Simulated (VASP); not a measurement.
Ag3Ru17, 20 atoms in the cell. The typed cell holds 20 atoms: a = 6.440 Å, b = 6.440 Å, c = 7.284 Å, α = 76.44°, β = 76.44°, γ = 85.93°. 

* Program: VASP 6.6.1
* Task: single point
* Functional: PBE
* Potentials or basis: VASP PAW PBE potentials, release 64 (Ru_pv, Ag)
* Cutoff: 520 eV
* k mesh: 2 × 2 × 2, shifted
* Occupations: gaussian, width 0.1 eV
* Spin: no spin polarisation
* Dipole correction: no
* Further INCAR settings: LREAL = Auto; ALGO = Fast; EDIFF = 1e-07; NBANDS = 152; ISYM = 0

Potentials or basis: VASP PAW PBE potentials, release 64 (Ru_pv, Ag).

Run with:

```sh
$ cat potpaw_PBE.64/Ru_pv/POTCAR potpaw_PBE.64/Ag/POTCAR > POTCAR
$ mpirun -np 1 vasp_std > vasp.out
```

Hardware: 1 thread of Intel Xeon 8259CL, with other jobs on the host.

Problem. How long does it take, and how much memory?

Solution. It took 9.9 min on 1 thread of Intel Xeon 8259CL, with other jobs on the host, peak memory 0.42 GiB. Counts: scf iterations 26, k points 4.
